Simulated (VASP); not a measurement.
A run of VASP 6.6.1 is set up as follows.

Contents of INCAR:

```
  PREC = Accurate
  ENCUT = 520
  EDIFF = 1E-8
  ISMEAR = -1
  SIGMA = 0.03
  LREAL = False
  LASPH = True
  NELM = 150
  ALGO = Normal
  ISIF = 2
  LWAVE = False
  LCHARG = False
  ISPIN = 2
  MAGMOM = 1.5
  LORBIT = 11
  LMAXMIX = 4
  GGA = PS
  LEFG = True
  NBANDS = 16
```

KPOINTS

```
Automatic mesh
0
Gamma
  19 19 19
```

Contents of POSCAR:

```
V
1.0
   -1.5180266150      1.5180266150      1.5180266150
    1.5180266150     -1.5180266150      1.5180266150
    1.5180266150      1.5180266150     -1.5180266150
V
1
Direct
    0.0000000000      0.0000000000      0.0000000000
```

Potentials or basis: VASP PAW PBE potentials, release 64 (V_sv).

Run with:

```sh
$ cat potpaw_PBE.64/V_sv/POTCAR > POTCAR
$ mpirun -np 1 vasp_std > vasp.out
```

(1) What does it give for the pressure?

(2) Predict the net moment.

Answers

(1) -13.1 GPa.

(2) 0.00 μB per cell.

Caveat: the cell stands under tension; the PAW data sets were made with another functional, which shifts forces and pressure a little.
